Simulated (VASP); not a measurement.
# SiC (F-43m) in VASP: a series of runs

Runs on SiC. Level: r2SCAN. Tasks: single point.

Everything below comes from runs of VASP 6.6.1. Logs are shortened: lines on timing, memory, paths and dates and some standing lists are left out, and cuts for length are marked.

## 1. The cell of the first run

The structure is cubic, space group F-43m (No. 216). Conventional cell: a = 4.267 Å, b = 4.267 Å, c = 4.267 Å, α = 90.00°, β = 90.00°, γ = 90.00°. Within 2.5 Å of Si (site symmetry -43m) lie 4 C at 1.85 Å. Within 2.5 Å of C (site symmetry -43m) lie 4 Si at 1.85 Å.

## 2. Single point, r2SCAN (9.71 Å³/atom)

Input file POSCAR:

```
SiC
1.0
    0.0000000000      2.1335872859      2.1335872859
    2.1335872859      0.0000000000      2.1335872859
    2.1335872859      2.1335872859      0.0000000000
Si C
1 1
Direct
    0.2500000000      0.2500000000      0.2500000000
    0.0000000000      0.0000000000      0.0000000000
```

Input file INCAR.step1:

```
PREC = Accurate
ENCUT = 660
ISMEAR = 0
SIGMA = 0.01
LREAL = False
LASPH = True
NELM = 120
NBANDS = 11
GGA = PE
ALGO = Normal
EDIFF = 1E-5
LWAVE = True
LCHARG = False
GGA_COMPAT = False
```

Input file INCAR.step2:

```
PREC = Accurate
ENCUT = 660
EDIFF = 1E-6
ISMEAR = 0
SIGMA = 0.01
LREAL = False
LASPH = True
NELM = 120
ALGO = Normal
ISIF = 2
LWAVE = False
LCHARG = True
METAGGA = R2SCAN
LMIXTAU = True
LELF = True
LVHAR = True
NBANDS = 11
ISTART = 1
GGA_COMPAT = False
```

Input file KPOINTS:

```
Automatic mesh
0
Gamma
  8 8 8
```

Potentials or basis: VASP PAW PBE potentials, release 64 (Si, C).

Command:

```bash
cat potpaw_PBE.64/Si/POTCAR potpaw_PBE.64/C/POTCAR > POTCAR
cp INCAR.step1 INCAR
mpirun -np 1 vasp_std > vasp.out
cp INCAR.step2 INCAR
mpirun -np 1 vasp_std > vasp.out
```

OUTCAR:

```text
PREC = Accurate
   ENCUT = 660
   EDIFF = 1E-6
   ISMEAR = 0
   LREAL = False
   LASPH = True
   NELM = 120
   ISIF = 2
   METAGGA = R2SCAN
   ISTART = 1

 ion  position               nearest neighbor table
   1  0.250  0.250  0.250-   2 1.85   2 1.85   2 1.85   2 1.85
   2  0.000  0.000  0.000-   1 1.85   1 1.85   1 1.85   1 1.85

  LATTYP: Found a face centered cubic cell.
 ALAT       =     4.2671745718

  Lattice vectors:

 A1 = (   0.0000000000,   2.1335872859,   2.1335872859)
 A2 = (   2.1335872859,   0.0000000000,   2.1335872859)
 A3 = (   2.1335872859,   2.1335872859,   0.0000000000)

Analysis of symmetry for initial positions (statically):
=====================================================================
 Subroutine PRICEL returns:
 Original cell was already a primitive cell.

 Routine SETGRP: Setting up the symmetry group for a
 face centered cubic supercell.

 Subroutine GETGRP returns: Found 24 space group operations
 (whereof 24 operations were pure point group operations)
 out of a pool of 48 trial point group operations.

The static configuration has the point symmetry T_d .

Analysis of symmetry for dynamics (positions and initial velocities):
=====================================================================
 Subroutine PRICEL returns:
 Original cell was already a primitive cell.

 Routine SETGRP: Setting up the symmetry group for a
 face centered cubic supercell.

 Subroutine GETGRP returns: Found 24 space group operations
 (whereof 24 operations were pure point group operations)
 out of a pool of 48 trial point group operations.

The dynamic configuration has the point symmetry T_d .

 Subroutine INISYM returns: Found 24 space group operations
 (whereof 24 operations are pure point group operations),
 and found     1 'primitive' translations

----------------------------------------------------------------------------------------

                                     Primitive cell

  volume of cell :      19.4250

  direct lattice vectors                    reciprocal lattice vectors
     0.000000000  2.133587286  2.133587286    -0.234347103  0.234347103  0.234347103
     2.133587286  0.000000000  2.133587286     0.234347103 -0.234347103  0.234347103
     2.133587286  2.133587286  0.000000000     0.234347103  0.234347103 -0.234347103

  length of vectors
     3.017348076  3.017348076  3.017348076     0.405901089  0.405901089  0.405901089

  position of ions in fractional coordinates (direct lattice)
     0.250000000  0.250000000  0.250000000
     0.000000000  0.000000000  0.000000000
[... 86 lines left out ...]
   TEBEG  =    0.0;   TEEND  =   0.0 temperature during run
   PSTRESS=    0.0 pullay stress
   NELECT =       8.0000    total number of electrons
   NUPDOWN=      -1.0000    fix difference up-down
   EMIN   =  10.00;   EMAX   =-10.00  energy-range for DOS
   EFERMI =   0.00;   METHOD = LEGACY
   ISMEAR =     0;   SIGMA  =   0.01  broadening in eV -4-tet -1-fermi 0-gaus
   EFERMI_NEDOS =   21; number of points for ismear=-14 and -15
   IALGO  =     38    algorithm
   IMIX   =      4    mixing-type and parameters
     AMIX     =   0.40;   BMIX     =  1.00
     AMIX_MAG =   1.60;   BMIX_MAG =  1.00
  volume/ion in A,a.u.               =       9.71        65.54
  Fermi-wavevector in a.u.,A,eV,Ry     =   1.218011  2.301706 20.184922  1.483550
  Thomas-Fermi vector in A             =   2.353312
   LORBIT       =      0    0 simple, 1 ext, 2 COOP (PROOUT), +10 PAW based schemes
   METAGGA = R2SCAN    functional components
   LHFCALC =     F    Hartree Fock is set to
   AEXX    =    0.0000 exact exchange contribution
   IVDW    =     0    specifies the selected vdW correction
   LEPSILON=     F    determine dielectric tensor
   LRPA    =     F    only Hartree local field effects (RPA)
 non-spin polarized calculation
 Gauss-broadening in eV      SIGMA  =   0.01
  energy-cutoff  :      660.00
  volume of cell :       19.43
 maximum number of plane-waves:       757
 NGX is ok and might be reduce to    28
   NGX = 13   NGY = 13   NGZ = 13

 number of electron       8.0000000 magnetization

 Free energy of the ion-electron system (eV)
  ---------------------------------------------------
  ext. energy  EPLUGINS =         0.00000000
  ---------------------------------------------------
  free energy    TOTEN  =       -19.27355897 eV

  energy without entropy =      -19.27355897  energy(sigma->0) =      -19.27355897

 E-fermi :   8.7713     XC(G=0): -12.2193

 val. band max:        8.7017875675   @ k =   0.0000   0.0000   0.0000
 cond. band min:      10.3845426330   @ k =   0.5000   0.5000   0.0000
 fundamental gap:      1.6827550655
 Fermi energy:         8.7712849599

 k-point     1 :       0.0000    0.0000    0.0000
  band No.  band energies     occupation
      1      -7.9881      2.00000
      2       8.7018      2.00000
      3       8.7018      2.00000
      4       8.7018      2.00000
      5      16.3371      0.00000
      6      17.0396      0.00000
      7      17.0396      0.00000
      8      17.0396      0.00000
      9      24.3098      0.00000
     10      24.3098      0.00000
     11      27.5271      0.00000
[... 309 lines left out ...]
 k-point    24 :      -0.3750    0.2500    0.1250
  band No.  band energies     occupation
      1      -3.4285      2.00000
      2       0.3280      2.00000
      3       4.7538      2.00000
      4       6.2712      2.00000
      5      14.6342      0.00000
      6      17.0420      0.00000
      7      20.1494      0.00000
      8      21.1735      0.00000
      9      23.7344      0.00000
     10      26.5800      0.00000
     11      30.0798      0.00000

 [... further k-points ...]

------------------------ aborting loop because EDIFF is reached ----------------------------------------

  FORCE on cell =-STRESS in cart. coord.  units (eV):
  Direction    XX          YY          ZZ          XY          YZ          ZX
  --------------------------------------------------------------------------------------
  -------------------------------------------------------------------------------------
  Total        1.8701110      1.8701110      1.8701110      0.0000000     -0.0000000      0.0000000
  in kB      154.2470012    154.2470012    154.2470012      0.0000000     -0.0000000      0.0000000
  external PRESSURE =     154.2470012 kB  Pullay stress =       0.0000000 kB

 VOLUME and BASIS-vectors are now :
 -----------------------------------------------------------------------------
  energy-cutoff  :      660.00
  volume of cell :       19.43
      direct lattice vectors                 reciprocal lattice vectors
     0.000000000  2.133587286  2.133587286    -0.234347103  0.234347103  0.234347103
     2.133587286  0.000000000  2.133587286     0.234347103 -0.234347103  0.234347103
     2.133587286  2.133587286  0.000000000     0.234347103  0.234347103 -0.234347103

 POSITION                                       TOTAL-FORCE (eV/Angst)
 -----------------------------------------------------------------------------------
      1.06679      1.06679      1.06679        -0.000000      0.000000      0.000000
      0.00000      0.00000      0.00000         0.000000     -0.000000     -0.000000
 -----------------------------------------------------------------------------------
    total drift:                                0.000000      0.000000      0.000000

  FREE ENERGIE OF THE ION-ELECTRON SYSTEM (eV)
  ---------------------------------------------------
  free  energy   TOTEN  =       -19.2735589700 eV

  energy  without entropy=      -19.2735589700  energy(sigma->0) =      -19.27355897
```

OUTCAR.step1:

```text
PREC = Accurate
   ENCUT = 660
   ISMEAR = 0
   LREAL = False
   LASPH = True
[... 558 lines left out ...]
      1.06679      1.06679      1.06679         0.000000      0.000000      0.000000
      0.00000      0.00000      0.00000        -0.000000     -0.000000     -0.000000
 -----------------------------------------------------------------------------------
    total drift:                                0.000000      0.000000      0.000000

  FREE ENERGIE OF THE ION-ELECTRON SYSTEM (eV)
  ---------------------------------------------------
  free  energy   TOTEN  =       -14.9743079180 eV

  energy  without entropy=      -14.9743079180  energy(sigma->0) =      -14.97430792
```

OSZICAR.step1:

```text
N       E                     dE             d eps       ncg     rms          rms(c)
DAV:   1     0.516303045805E+01    0.51630E+01   -0.46932E+03   638   0.800E+02
DAV:   2    -0.163541738212E+02   -0.21517E+02   -0.20474E+02   812   0.115E+02
DAV:   3    -0.170106624191E+02   -0.65649E+00   -0.65368E+00   784   0.168E+01
DAV:   4    -0.170130864296E+02   -0.24240E-02   -0.24239E-02   739   0.128E+00
DAV:   5    -0.170130958758E+02   -0.94462E-05   -0.94462E-05   796   0.782E-02    0.949E+00
DAV:   6    -0.150544394053E+02    0.19587E+01   -0.65887E+00   710   0.118E+01    0.426E+00
DAV:   7    -0.149824152010E+02    0.72024E-01   -0.46607E-01   775   0.387E+00    0.190E+00
DAV:   8    -0.149740826933E+02    0.83325E-02   -0.21010E-02   722   0.980E-01    0.169E-01
DAV:   9    -0.149742065566E+02   -0.12386E-03   -0.14239E-03   787   0.224E-01    0.115E-01
DAV:  10    -0.149743062249E+02   -0.99668E-04   -0.20039E-04   725   0.888E-02    0.255E-02
DAV:  11    -0.149743079180E+02   -0.16931E-05   -0.32956E-05   743   0.309E-02
   1 F= -.14974308E+02 E0= -.14974308E+02  d E =-.811103E-13
```

Run time: 82 s. Hardware: 1 thread of Intel Xeon 8259CL, shared host; peak memory 0.16 GiB.

Results:

```yaml
Free_energy: -19.2736 eV
Pressure: 15.4 GPa
Band_gap_on_the_k_mesh: 1.68 eV (least direct gap 5.14 eV)
```

Levels at points of the mesh, in eV from the valence-band top:
```tsv
k point	band 2	band 3	band 4	band 5	band 6	band 7
(0.00, 0.00, 0.00)	0.00	0.00	0.00	7.64	8.34	8.34
(0.50, 0.00, 0.00)	-9.17	-1.12	-1.12	6.62	8.04	8.04
(0.50, 0.50, 0.00)	-8.26	-3.46	-3.46	1.68	5.08	15.93
```

Caveat: the cell stands under pressure; the PAW data sets were made with another functional, which shifts forces and pressure a little.

## 3. Single point, r2SCAN

This run uses another cell than the first one, of 10.33 Å³/atom.

Input file POSCAR:

```
SiC
1.0
    0.0000000000      2.1780497569      2.1780497569
    2.1780497569      0.0000000000      2.1780497569
    2.1780497569      2.1780497569      0.0000000000
Si C
1 1
Direct
    0.2500000000      0.2500000000      0.2500000000
    0.0000000000      0.0000000000      0.0000000000
```

Input file INCAR.step1:

```
SYSTEM = SiC
PREC     = Accurate       ! precision mode
ENCUT    = 660            ! plane-wave cutoff, eV
ISMEAR   = 0              ! smearing method
SIGMA    = 0.01           ! smearing width, eV
LREAL    = .False.        ! projectors in reciprocal space
LASPH    = .True.         ! aspherical terms in the spheres
NELM     = 120            ! most SCF steps
NBANDS   = 11             ! bands
GGA      = PE             ! functional
ALGO     = Normal         ! electronic algorithm
EDIFF    = 1E-5           ! SCF threshold, eV
LWAVE    = .True.         ! write WAVECAR
LCHARG   = .False.        ! write CHGCAR
GGA_COMPAT= .False.
```

Input file INCAR.step2:

```
SYSTEM = SiC
PREC     = Accurate       ! precision mode
ENCUT    = 660            ! plane-wave cutoff, eV
EDIFF    = 1E-6           ! SCF threshold, eV
ISMEAR   = 0              ! smearing method
SIGMA    = 0.01           ! smearing width, eV
LREAL    = .False.        ! projectors in reciprocal space
LASPH    = .True.         ! aspherical terms in the spheres
NELM     = 120            ! most SCF steps
ALGO     = Normal         ! electronic algorithm
ISIF     = 2              ! what is computed and relaxed
LWAVE    = .False.        ! write WAVECAR
LCHARG   = .True.         ! write CHGCAR
METAGGA  = R2SCAN         ! meta-GGA
LMIXTAU  = .True.       
LELF     = .True.         ! ELF
LVHAR    = .True.       
NBANDS   = 11             ! bands
ISTART   = 1            
GGA_COMPAT= .False.
```

Input file KPOINTS:

```
Automatic mesh
0
Gamma
  8 8 8
  0 0 0
```

Potentials or basis: VASP PAW PBE potentials, release 64 (Si, C).

Command:

```bash
cat potpaw_PBE.64/Si/POTCAR potpaw_PBE.64/C/POTCAR > POTCAR
cp INCAR.step1 INCAR
mpirun -np 1 vasp_std > vasp.out
cp INCAR.step2 INCAR
mpirun -np 1 vasp_std > vasp.out
```

Wall time 76 s (1 thread of Intel Xeon 8259CL, shared host); peak memory 0.16 GiB.

Results (log left out):

- Free energy: -19.3306 eV
- Pressure: -0.4 GPa
- Band gap on the k mesh: 1.73 eV (least direct gap 5.06 eV)

Levels at points of the mesh, in eV from the valence-band top:
| k point | band 1 | band 2 | band 3 | band 4 | band 5 | band 6 | band 7 | band 8 | band 9 |
| --- | --- | --- | --- | --- | --- | --- | --- | --- | --- |
| (0.00, 0.00, 0.00) | -16.19 | 0.00 | 0.00 | 0.00 | 6.85 | 7.86 | 7.86 | 7.86 | 15.22 |
| (0.50, 0.00, 0.00) | -12.56 | -8.82 | -1.11 | -1.11 | 6.01 | 7.76 | 7.76 | 10.96 | 17.43 |
| (0.50, 0.50, 0.00) | -11.09 | -8.05 | -3.34 | -3.34 | 1.73 | 4.83 | 15.15 | 15.15 | 16.01 |

Caveat: the PAW data sets were made with another functional, which shifts forces and pressure a little. A k mesh can miss the band edges.

## 4. Single point, r2SCAN (10.02 Å³/atom)

This run uses another cell than the first one, of 10.02 Å³/atom.

Input file POSCAR:

```
SiC
1.0
    0.0000000000      2.1560477500      2.1560477500
    2.1560477500      0.0000000000      2.1560477500
    2.1560477500      2.1560477500      0.0000000000
Si C
1 1
Direct
    0.2500000000      0.2500000000      0.2500000000
    0.0000000000      0.0000000000      0.0000000000
```

Input file INCAR.step1:

```
  ALGO = Normal
  EDIFF = 1E-5
  ENCUT = 660
  GGA = PE
  GGA_COMPAT = False
  ISMEAR = 0
  LASPH = True
  LCHARG = False
  LREAL = False
  LWAVE = True
  NBANDS = 11
  NELM = 120
  PREC = Accurate
  SIGMA = 0.01
```

Input file INCAR.step2:

```
  ALGO = Normal
  EDIFF = 1E-6
  ENCUT = 660
  GGA_COMPAT = False
  ISIF = 2
  ISMEAR = 0
  ISTART = 1
  LASPH = True
  LCHARG = True
  LELF = True
  LMIXTAU = True
  LREAL = False
  LVHAR = True
  LWAVE = False
  METAGGA = R2SCAN
  NBANDS = 11
  NELM = 120
  PREC = Accurate
  SIGMA = 0.01
```

Input file KPOINTS:

```
k-points
0
Gamma
  8 8 8
```

Potentials or basis: VASP PAW PBE potentials, release 64 (Si, C).

Command:

```bash
cat potpaw_PBE.64/Si/POTCAR potpaw_PBE.64/C/POTCAR > POTCAR
cp INCAR.step1 INCAR
mpirun -np 1 vasp_std > vasp.out
cp INCAR.step2 INCAR
mpirun -np 1 vasp_std > vasp.out
```

OUTCAR:

```text
EDIFF = 1E-6
   ENCUT = 660
   ISIF = 2
   ISMEAR = 0
   ISTART = 1
   LASPH = True
   LREAL = False
   METAGGA = R2SCAN
   NELM = 120
   PREC = Accurate

 ion  position               nearest neighbor table
   1  0.250  0.250  0.250-   2 1.87   2 1.87   2 1.87   2 1.87
   2  0.000  0.000  0.000-   1 1.87   1 1.87   1 1.87   1 1.87

  LATTYP: Found a face centered cubic cell.
 ALAT       =     4.3120955000

  Lattice vectors:

 A1 = (   0.0000000000,   2.1560477500,   2.1560477500)
 A2 = (   2.1560477500,   0.0000000000,   2.1560477500)
 A3 = (   2.1560477500,   2.1560477500,   0.0000000000)

Analysis of symmetry for initial positions (statically):
=====================================================================
 Subroutine PRICEL returns:
 Original cell was already a primitive cell.

 Routine SETGRP: Setting up the symmetry group for a
 face centered cubic supercell.

 Subroutine GETGRP returns: Found 24 space group operations
 (whereof 24 operations were pure point group operations)
 out of a pool of 48 trial point group operations.

The static configuration has the point symmetry T_d .
[... 171 lines left out ...]
      1      -8.0939      2.00000
      2       8.3397      2.00000
      3       8.3397      2.00000
      4       8.3397      2.00000
      5      15.5755      0.00000
      6      16.4314      0.00000
      7      16.4314      0.00000
      8      16.4314      0.00000
      9      23.7476      0.00000
     10      23.7476      0.00000
     11      26.6323      0.00000
[... 309 lines left out ...]
 k-point    24 :      -0.3750    0.2500    0.1250
  band No.  band energies     occupation
      1      -3.6727      2.00000
      2       0.1126      2.00000
      3       4.4409      2.00000
      4       5.9517      2.00000
      5      14.1966      0.00000
      6      16.4407      0.00000
      7      19.5188      0.00000
      8      20.4961      0.00000
      9      23.0219      0.00000
     10      25.9055      0.00000
     11      29.2965      0.00000

 [... further k-points ...]

------------------------ aborting loop because EDIFF is reached ----------------------------------------

  FORCE on cell =-STRESS in cart. coord.  units (eV):
  Direction    XX          YY          ZZ          XY          YZ          ZX
  --------------------------------------------------------------------------------------
  -------------------------------------------------------------------------------------
  Total        0.8706788      0.8706788      0.8706788     -0.0000000      0.0000000      0.0000000
  in kB       69.5926560     69.5926560     69.5926560     -0.0000000      0.0000000      0.0000000
  external PRESSURE =      69.5926560 kB  Pullay stress =       0.0000000 kB

 VOLUME and BASIS-vectors are now :
 -----------------------------------------------------------------------------
  energy-cutoff  :      660.00
  volume of cell :       20.04
      direct lattice vectors                 reciprocal lattice vectors
     0.000000000  2.156047750  2.156047750    -0.231905810  0.231905810  0.231905810
     2.156047750  0.000000000  2.156047750     0.231905810 -0.231905810  0.231905810
     2.156047750  2.156047750  0.000000000     0.231905810  0.231905810 -0.231905810

 POSITION                                       TOTAL-FORCE (eV/Angst)
 -----------------------------------------------------------------------------------
      1.07802      1.07802      1.07802        -0.000000     -0.000000     -0.000000
      0.00000      0.00000      0.00000         0.000000      0.000000      0.000000
 -----------------------------------------------------------------------------------
    total drift:                                0.000000      0.000000      0.000000

  FREE ENERGIE OF THE ION-ELECTRON SYSTEM (eV)
  ---------------------------------------------------
  free  energy   TOTEN  =       -19.3173507669 eV

  energy  without entropy=      -19.3173507669  energy(sigma->0) =      -19.31735077
```

OUTCAR.step1:

```text
EDIFF = 1E-5
   ENCUT = 660
   GGA = PE
   ISMEAR = 0
   LASPH = True
[... 557 lines left out ...]
 -----------------------------------------------------------------------------------
      1.07802      1.07802      1.07802         0.000000      0.000000      0.000000
      0.00000      0.00000      0.00000         0.000000     -0.000000     -0.000000
 -----------------------------------------------------------------------------------
    total drift:                                0.000000      0.000000      0.000000

  FREE ENERGIE OF THE ION-ELECTRON SYSTEM (eV)
  ---------------------------------------------------
  free  energy   TOTEN  =       -15.0320706811 eV

  energy  without entropy=      -15.0320706811  energy(sigma->0) =      -15.03207068
```

Wall time 72 s (1 thread of Intel Xeon 8259CL, shared host); peak memory 0.16 GiB.

Results:

```yaml
Free_energy: -19.3174 eV
Pressure: 7.0 GPa
Band_gap_on_the_k_mesh: 1.71 eV (least direct gap 5.10 eV)
```

Levels at points of the mesh, in eV from the valence-band top:
| k point | band 1 | band 2 | band 3 | band 4 | band 5 | band 6 | band 7 | band 8 |
| --- | --- | --- | --- | --- | --- | --- | --- | --- |
| (0.00, 0.00, 0.00) | -16.43 | 0.00 | 0.00 | 0.00 | 7.24 | 8.09 | 8.09 | 8.09 |
| (0.50, 0.00, 0.00) | -12.69 | -8.99 | -1.11 | -1.11 | 6.30 | 7.89 | 7.89 | 11.15 |
| (0.50, 0.50, 0.00) | -11.19 | -8.15 | -3.40 | -3.40 | 1.71 | 4.95 | 15.53 | 15.53 |

Caveat: the cell stands under pressure; the PAW data sets were made with another functional, which shifts forces and pressure a little. A k mesh can miss the band edges.

(Part 1 of 2 ends here.)
